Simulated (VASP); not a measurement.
# MgO (Fm-3m) in VASP: settings compared

The runs below take MgO through single point, with HSE06, r2SCAN-based global hybrid with 10 % exact exchange.

Everything below comes from runs of VASP 6.6.1. Logs are shortened: lines on timing, memory, paths and dates and some standing lists are left out, and cuts for length are marked.

### 1 The cell of the first run

The structure is cubic, space group Fm-3m (No. 225). Conventional cell: a = 4.194 Å, b = 4.194 Å, c = 4.194 Å, α = 90.00°, β = 90.00°, γ = 90.00°. Within 2.8 Å of Mg (site symmetry m-3m) lie 6 O at 2.10 Å. O (site symmetry m-3m) has 6 Mg at 2.10 Å within 2.8 Å.

### 2 Single point, HSE06

Contents of POSCAR:

```
MgO
1.0
    0.0000000000      2.0970013927      2.0970013927
    2.0970013927      0.0000000000      2.0970013927
    2.0970013927      2.0970013927      0.0000000000
Mg O
1 1
Direct
    0.0000000000      0.0000000000      0.0000000000
    0.5000000000      0.5000000000      0.5000000000
```

Contents of INCAR.step1:

```
SYSTEM = MgO
PREC = Accurate ; ENCUT = 520
EDIFF = 1E-5 ; ISMEAR = -1
SIGMA = 0.05 ; LREAL = .FALSE.
LASPH = .TRUE. ; NELM = 60
ALGO = Normal ; ISIF = 2
LWAVE = .TRUE. ; GGA = PE
NBANDS = 11
```

Contents of INCAR.step2:

```
SYSTEM = MgO
PREC = Accurate ; ENCUT = 520
EDIFF = 1E-6 ; ISMEAR = -1
SIGMA = 0.05 ; LREAL = .FALSE.
LASPH = .TRUE. ; NELM = 60
ALGO = Normal ; ISIF = 2
LWAVE = .FALSE. ; LCHARG = .TRUE.
GGA = PE ; LHFCALC = .TRUE.
HFSCREEN = 0.2079 ; PRECFOCK = Normal
LELF = .TRUE. ; LVHAR = .TRUE.
ISTART = 1 ; NBANDS = 11
```

Contents of KPOINTS:

```
regular mesh
0
G
  6 6 6
  0 0 0
```

Potentials or basis: VASP PAW PBE potentials, release 64 (Mg, O).

The run is started by

```console
cat potpaw_PBE.64/Mg/POTCAR potpaw_PBE.64/O/POTCAR > POTCAR
cp INCAR.step1 INCAR
mpirun -np 1 vasp_std > vasp.out
cp INCAR.step2 INCAR
mpirun -np 1 vasp_std > vasp.out
```

OUTCAR:

```text
SYSTEM = MgO
   PREC = Accurate
   ENCUT = 520
   EDIFF = 1E-6
   ISMEAR = -1
   LREAL = .FALSE.
   LASPH = .TRUE.
   NELM = 60
   ISIF = 2
   GGA = PE
   LHFCALC = .TRUE.
   HFSCREEN = 0.2079
   PRECFOCK = Normal
   ISTART = 1

 ion  position               nearest neighbor table
   1  0.000  0.000  0.000-   2 2.10   2 2.10   2 2.10   2 2.10   2 2.10   2 2.10
   2  0.500  0.500  0.500-   1 2.10   1 2.10   1 2.10   1 2.10   1 2.10   1 2.10

  LATTYP: Found a face centered cubic cell.
 ALAT       =     4.1940027854

  Lattice vectors:

 A1 = (   0.0000000000,   2.0970013927,   2.0970013927)
 A2 = (   2.0970013927,   0.0000000000,   2.0970013927)
 A3 = (   2.0970013927,   2.0970013927,   0.0000000000)

Analysis of symmetry for initial positions (statically):
=====================================================================
 Subroutine PRICEL returns:
 Original cell was already a primitive cell.

 Routine SETGRP: Setting up the symmetry group for a
 face centered cubic supercell.

 Subroutine GETGRP returns: Found 48 space group operations
 (whereof 48 operations were pure point group operations)
 out of a pool of 48 trial point group operations.

The static configuration has the point symmetry O_h .

Analysis of symmetry for dynamics (positions and initial velocities):
=====================================================================
 Subroutine PRICEL returns:
 Original cell was already a primitive cell.

 Routine SETGRP: Setting up the symmetry group for a
 face centered cubic supercell.

 Subroutine GETGRP returns: Found 48 space group operations
 (whereof 48 operations were pure point group operations)
 out of a pool of 48 trial point group operations.

The dynamic configuration has the point symmetry O_h .

 Subroutine INISYM returns: Found 48 space group operations
 (whereof 48 operations are pure point group operations),
 and found     1 'primitive' translations

----------------------------------------------------------------------------------------

                                     Primitive cell

  volume of cell :      18.4428

  direct lattice vectors                    reciprocal lattice vectors
     0.000000000  2.097001393  2.097001393    -0.238435702  0.238435702  0.238435702
     2.097001393  0.000000000  2.097001393     0.238435702 -0.238435702  0.238435702
     2.097001393  2.097001393  0.000000000     0.238435702  0.238435702 -0.238435702

  length of vectors
     2.965607810  2.965607810  2.965607810     0.412982751  0.412982751  0.412982751

  position of ions in fractional coordinates (direct lattice)
     0.000000000  0.000000000  0.000000000
     0.500000000  0.500000000  0.500000000

  ion indices of the primitive-cell ions
   primitive index   ion index
                 1           1
                 2           2

----------------------------------------------------------------------------------------

 KPOINTS: regular mesh

Automatic generation of k-mesh.
 Grid dimensions read from file:
 generate k-points for:    6    6    6

 Generating k-lattice:

  Cartesian coordinates                     Fractional coordinates (reciprocal lattice)
    -0.039739284  0.039739284  0.039739284     0.166666667  0.000000000  0.000000000
     0.039739284 -0.039739284  0.039739284     0.000000000  0.166666667  0.000000000
     0.039739284  0.039739284 -0.039739284     0.000000000  0.000000000  0.166666667

  Length of vectors
     0.068830458  0.068830458  0.068830458

  Shift w.r.t. Gamma in fractional coordinates (k-lattice)
     0.000000000  0.000000000  0.000000000

 Subroutine IBZKPT returns following result:
 ===========================================

 Found     16 irreducible k-points:

 Following reciprocal coordinates:
            Coordinates               Weight
  0.000000  0.000000  0.000000      1.000000
  0.166667  0.000000  0.000000      8.000000
  0.333333  0.000000  0.000000      8.000000
  0.500000  0.000000  0.000000      4.000000
  0.166667  0.166667  0.000000      6.000000
  0.333333  0.166667  0.000000     24.000000
[... 8 lines left out ...]
 -0.333333  0.333333  0.166667     24.000000
 -0.333333  0.500000  0.166667     12.000000
   k-points           NKPTS =     16   k-points in BZ     NKDIM =    216   number of bands    NBANDS=     11
   number of dos      NEDOS =    301   number of ions     NIONS =      2
   total plane-waves  NPLWV =  13824
   dimension x,y,z NGX =    24 NGY =   24 NGZ =   24
   dimension x,y,z NGXF=    48 NGYF=   48 NGZF=   48
   ions per type =               1   1
   NGX,Y,Z   is equivalent  to a cutoff of  13.45, 13.45, 13.45 a.u.
   NGXF,Y,Z  is equivalent  to a cutoff of  26.91, 26.91, 26.91 a.u.
 SYSTEM =  MgO
   PREC   = accura    normal or accurate (medium, high low for compatibility)
   ISTART =      1    job   : 0-new  1-cont  2-samecut
   ICHARG =      0    charge: 1-file 2-atom 10-const
   ISPIN  =      1    spin polarized calculation?
   LNONCOLLINEAR =      F non collinear calculations
   LSORBIT =      F    spin-orbit coupling
   LASPH  =      T    aspherical Exc in radial PAW
   ENCUT  =  520.0 eV  38.22 Ry    6.18 a.u.   5.51  5.51  5.51*2*pi/ulx,y,z
   NELM   =     60;   NELMIN=  2; NELMDL=  0     # of ELM steps
   EDIFF  = 0.1E-05   stopping-criterion for ELM
   LREAL  =      F    real-space projection
   EDIFFG = 0.1E-04   stopping-criterion for IOM
   NSW    =      0    number of steps for IOM
   IBRION =     -1    ionic relax: 0-MD 1-quasi-New 2-CG
   NFREE  =      0    steps in history (QN), initial steepest desc. (CG)
   ISIF   =      2    stress and relaxation
   ISYM   =      3    0-nonsym 1-usesym 2-fastsym
   POTIM  = 0.5000    time-step for ionic-motion
   TEBEG  =    0.0;   TEEND  =   0.0 temperature during run
   PSTRESS=    0.0 pullay stress
   NELECT =       8.0000    total number of electrons
   NUPDOWN=      -1.0000    fix difference up-down
   EMIN   =  10.00;   EMAX   =-10.00  energy-range for DOS
   EFERMI =   0.00;   METHOD = LEGACY
   ISMEAR =    -1;   SIGMA  =   0.05  broadening in eV -4-tet -1-fermi 0-gaus
   EFERMI_NEDOS =   21; number of points for ismear=-14 and -15
   IALGO  =     38    algorithm
   IMIX   =      1    mixing-type and parameters
     AMIX     =   0.40;   BMIX     =  1.00
     AMIX_MAG =   1.60;   BMIX_MAG =  1.00
  volume/ion in A,a.u.               =       9.22        62.23
  Fermi-wavevector in a.u.,A,eV,Ry     =   1.239261  2.341864 20.895389  1.535768
  Thomas-Fermi vector in A             =   2.373752
   LORBIT       =      0    0 simple, 1 ext, 2 COOP (PROOUT), +10 PAW based schemes
   GGA     = PE    functional components
   LHFCALC =     T    Hartree Fock is set to
   PRECFOCK=normal    Normal, Fast or Accurate (Low or Medium for compatibility)
   ENCUT4O =  -1.0   cutoff for four orbital integrals eV
   NKREDX  =     1    reduce k-point grid by
   NKREDY  =     1    reduce k-point grid by
   NKREDZ  =     1    reduce k-point grid by
   AEXX    =    0.2500 exact exchange contribution
   HFSCREEN=    0.2079 screening length (either q_TF or 0.3 A-1)
   HFSCREENC=   0.2079 screening length for correlation (either q_TF or 0.3 A-1)
   ENCUTFOCK=  -1.0 apply spherical cutoff to Coloumb kernel
   IVDW    =     0    specifies the selected vdW correction
   LEPSILON=     F    determine dielectric tensor
   LRPA    =     F    only Hartree local field effects (RPA)
 non-spin polarized calculation
  energy-cutoff  :      520.00
  volume of cell :       18.44
 maximum number of plane-waves:       531
 NGX is ok and might be reduce to    24
  NGX = 18; NGY = 18; NGZ = 18

 number of electron       8.0000004 magnetization

 Free energy of the ion-electron system (eV)
  ---------------------------------------------------
  ext. energy  EPLUGINS =         0.00000000
  ---------------------------------------------------
  free energy    TOTEN  =       -14.20983184 eV

  energy without entropy =      -14.20983184  energy(sigma->0) =      -14.20983184

 E-fermi :   3.0846     XC(G=0):  -9.1449

 val. band max:        2.0333076243   @ k =   0.0000   0.0000   0.0000
 cond. band min:       8.6095249896   @ k =   0.0000   0.0000   0.0000
 fundamental gap:      6.5762173652
 Fermi energy:         3.0846347496

 k-point     1 :       0.0000    0.0000    0.0000
  band No.  band energies     occupation
      1     -16.8580      2.00000
      2       2.0333      2.00000
      3       2.0333      2.00000
      4       2.0333      2.00000
      5       8.6095      0.00000
      6      19.8644      0.00000
      7      19.8644      0.00000
      8      19.8644      0.00000
      9      23.8285      0.00000
     10      25.7760      0.00000
     11      25.7760      0.00000

 k-point     2 :       0.1667    0.0000    0.0000
  band No.  band energies     occupation
      1     -16.5537      2.00000
      2       0.4567      2.00000
      3       1.8395      2.00000
      4       1.8395      2.00000
      5      10.0742      0.00000
      6      17.5091      0.00000
      7      20.4871      0.00000
      8      20.4871      0.00000
      9      24.5116      0.00000
     10      24.5116      0.00000
     11      26.6860      0.00000

 k-point     3 :       0.3333    0.0000    0.0000
  band No.  band energies     occupation
      1     -15.8699      2.00000
      2      -1.9110      2.00000
      3       1.4766      2.00000
      4       1.4766      2.00000
      5      11.6187      0.00000
      6      16.5628      0.00000
      7      20.7556      0.00000
      8      20.7556      0.00000
      9      25.2743      0.00000
     10      25.2743      0.00000
     11      25.8630      0.00000
[... 155 lines left out ...]
 k-point    15 :      -0.3333    0.3333    0.1667
  band No.  band energies     occupation
      1     -15.2293      2.00000
      2      -1.8483      2.00000
      3      -0.6436      2.00000
      4       0.6455      2.00000
      5      14.6397      0.00000
      6      16.1697      0.00000
      7      16.9380      0.00000
      8      20.8566      0.00000
      9      25.1477      0.00000
     10      26.4996      0.00000
     11      32.4201      0.00000

 k-point    16 :      -0.3333    0.5000    0.1667
  band No.  band energies     occupation
      1     -15.1556      2.00000
      2      -1.8321      2.00000
      3      -0.4052      2.00000
      4       0.2163      2.00000
      5      14.5072      0.00000
      6      15.5733      0.00000
      7      16.7813      0.00000
      8      20.9080      0.00000
      9      24.7518      0.00000
     10      29.1041      0.00000
     11      30.8271      0.00000

------------------------ aborting loop because EDIFF is reached ----------------------------------------

  FORCE on cell =-STRESS in cart. coord.  units (eV):
  Direction    XX          YY          ZZ          XY          YZ          ZX
  --------------------------------------------------------------------------------------
  -------------------------------------------------------------------------------------
  Total        0.0702417      0.0702417      0.0702417     -0.0000000     -0.0000000      0.0000000
  in kB        6.1021019      6.1021019      6.1021019     -0.0000000     -0.0000000      0.0000000
  external PRESSURE =       6.1021019 kB  Pullay stress =       0.0000000 kB

 VOLUME and BASIS-vectors are now :
 -----------------------------------------------------------------------------
  energy-cutoff  :      520.00
  volume of cell :       18.44
      direct lattice vectors                 reciprocal lattice vectors
     0.000000000  2.097001393  2.097001393    -0.238435702  0.238435702  0.238435702
     2.097001393  0.000000000  2.097001393     0.238435702 -0.238435702  0.238435702
     2.097001393  2.097001393  0.000000000     0.238435702  0.238435702 -0.238435702

 POSITION                                       TOTAL-FORCE (eV/Angst)
 -----------------------------------------------------------------------------------
      0.00000      0.00000      0.00000         0.000000     -0.000000     -0.000000
      2.09700      2.09700      2.09700        -0.000000      0.000000      0.000000
 -----------------------------------------------------------------------------------
    total drift:                               -0.000416     -0.000573     -0.000564

  FREE ENERGIE OF THE ION-ELECTRON SYSTEM (eV)
  ---------------------------------------------------
  free  energy   TOTEN  =       -14.2098318363 eV

  energy  without entropy=      -14.2098318363  energy(sigma->0) =      -14.20983184
```

Wall time 4.8 min (1 thread of Intel Xeon Platinum 8559C (Emerald Rapids), shared host); peak memory 0.24 GiB.

Results:

* Free energy: -14.2098 eV
* Pressure: 0.6 GPa
* Band gap on the k mesh: 6.58 eV

Caveat: the k points lie up to 0.43 Å⁻¹ apart; the PAW data sets were made with another functional, which shifts forces and pressure a little.

### 3 Single point, r2SCAN-based global hybrid with 10 % exact exchange

POSCAR is that of step 2.

Contents of INCAR.step1:

```
  PREC = Accurate
  ENCUT = 520
  EDIFF = 1E-5
  ISMEAR = -1
  SIGMA = 0.05
  LREAL = False
  LASPH = True
  NELM = 100
  ALGO = Normal
  ISIF = 2
  LWAVE = True
  LCHARG = False
  GGA = PE
  NBANDS = 11
```

Contents of INCAR.step2:

```
  PREC = Accurate
  ENCUT = 520
  EDIFF = 1E-6
  ISMEAR = -1
  SIGMA = 0.05
  LREAL = False
  LASPH = True
  NELM = 100
  ALGO = Normal
  ISIF = 2
  LWAVE = False
  LCHARG = False
  METAGGA = R2SCAN
  LHFCALC = True
  AEXX = 0.1
  LMIXTAU = True
  PRECFOCK = Normal
  ISTART = 1
  NBANDS = 11
```

Contents of KPOINTS:

```
regular mesh
0
Gamma
  6 6 6
```

Potentials or basis: VASP PAW PBE potentials, release 64 (Mg, O).

The run is started by

```console
cat potpaw_PBE.64/Mg/POTCAR potpaw_PBE.64/O/POTCAR > POTCAR
cp INCAR.step1 INCAR
mpirun -np 1 vasp_std > vasp.out
cp INCAR.step2 INCAR
mpirun -np 1 vasp_std > vasp.out
```

Run time: 4.8 min. Hardware: 1 thread of Intel Xeon Platinum 8559C (Emerald Rapids), shared host; peak memory 0.15 GiB.

Results (log left out):

- Free energy: -16.8923 eV
- Pressure: -1.1 GPa
- Band gap on the k mesh: 6.61 eV

Levels at points of the mesh, in eV from the valence-band top:
```
           k point  band 1  band 2  band 3  band 4  band 5  band 6  band 7  band 8  band 9
(0.00, 0.00, 0.00)  -18.76    0.00    0.00    0.00    6.61   17.87   17.87   17.87   22.01
(0.50, 0.00, 0.00)  -17.45   -4.80   -0.71   -0.71    9.78   15.01   18.53   18.53   23.55
(0.50, 0.50, 0.00)  -17.19   -4.28   -1.44   -1.44   10.93   12.12   15.49   21.66   21.66
```

Caveat: the k points lie up to 0.43 Å⁻¹ apart; the PAW data sets were made with another functional, which shifts forces and pressure a little.
